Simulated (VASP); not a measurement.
## Ga4TeN3 (a cell with a defect): single point with PBEsol

The system is Ga4TeN3 (a cell with a defect).

```
Ga N Te
1.0
     8.99624    0.00000    0.00000
     0.00000    4.49812    0.00000
     0.00000    0.00000    4.49812
Ga N Te
8 6 2
Direct
  0.99398 0.01280 0.99723
  0.50525 0.03465 0.99971
  0.25385 0.49082 0.01475
  0.75429 0.50716 0.99372
  0.24643 0.02332 0.49764
  0.74437 0.97580 0.51740
  0.01995 0.49056 0.48060
  0.49310 0.49188 0.49494
  0.11857 0.26144 0.27060
  0.85990 0.75769 0.25627
  0.36590 0.24302 0.75403
  0.87755 0.25141 0.72937
  0.12971 0.74178 0.74858
  0.62991 0.75130 0.73096
  0.63934 0.26895 0.25767
  0.38898 0.76188 0.23485
```

- Program: VASP 6.6.1
- Task: single point
- Functional: PBEsol
- Potentials or basis: VASP PAW PBE potentials, release 64 (Ga_d, N, Te)
- Cutoff: 520 eV
- k mesh: 1 × 1 × 1, shifted
- Occupations: fermi-dirac, width 0.05 eV
- Spin: collinear spin
- Starting moments: [0.0, 0.125, 0.125, 0.125, 0.125, 0.125, 0.0, 0.125, 0.0, 0.0, 0.0, 0.0, 0.0, 0.0, 0.125, 0.125] μB
- Dipole correction: no
- Charge: 1
- Further INCAR settings: LREAL = Auto; ALGO = Normal; EDIFF = 1e-06; NBANDS = 91; ISYM = 0; NELECT = 145.0

```yaml
Largest_force: 20.696 eV/Å
Net_moment: 0.96 μB per cell
Site_moments: Ga +0.01, +0.10, +0.04, +0.03, +0.02; N +0.01, +0.03, +0.02, +0.04; Te +0.05, +0.07 μB
Valence_electrons_inside_the_program's_atomic_spheres: Ga 11.73, 12.79, 12.28, 12.41, 12.23, 12.54, 12.09; N 3.82, 3.71, 3.75, 3.69, 3.67, 3.76; Te 4.64, 4.58
```

Forces in eV/Å, atoms in the order of the input:
```
Ga    0.097  -1.131   0.134
Ga    0.726   2.224 -18.997
Ga  -10.012  -8.394  -7.765
Ga   11.644  11.295 -12.851
Ga   -6.238   3.562   5.483
Ga    9.368  -6.572   6.359
Ga   -5.396   4.465   3.909
Ga   -1.441  -3.080  19.773
N     3.076  -3.571  -4.834
N     3.267  -0.350  -0.987
N     1.293   0.947  -0.050
N    -0.016   0.344   0.794
N    -0.241   0.793   0.551
N    -2.721  -1.810   2.936
Te    2.729  -2.399   4.177
Te   -6.137   3.677   1.366
```

Levels at points of the mesh, in eV from the Fermi level:
Spin up:
| k point | band 71 | band 72 | band 73 | band 74 | band 75 | band 76 |
| --- | --- | --- | --- | --- | --- | --- |
| (0.25, 0.25, 0.25) | -3.31 | -2.70 | -0.21 | 0.67 | 1.03 | 1.34 |
Spin down:
| k point | band 70 | band 71 | band 72 | band 73 | band 74 | band 75 |
| --- | --- | --- | --- | --- | --- | --- |
| (0.25, 0.25, 0.25) | -3.42 | -3.26 | -2.66 | 0.19 | 0.77 | 1.10 |

Run time: 4.1 min on 1 thread of Intel(R) Xeon(R) Platinum 8488C (Sapphire Rapids) (shared host), peak memory 0.39 GiB.

Caveat: the k points lie up to 1.40 Å⁻¹ apart; the cell carries a net charge on a neutralising background, which shifts energy and pressure; the cell is charged against a uniform background, so pressure and absolute levels hang on convention; the PAW data sets were made with another functional, which shifts forces and pressure a little; spin-orbit coupling is left out, which moves the levels of the heavy elements.
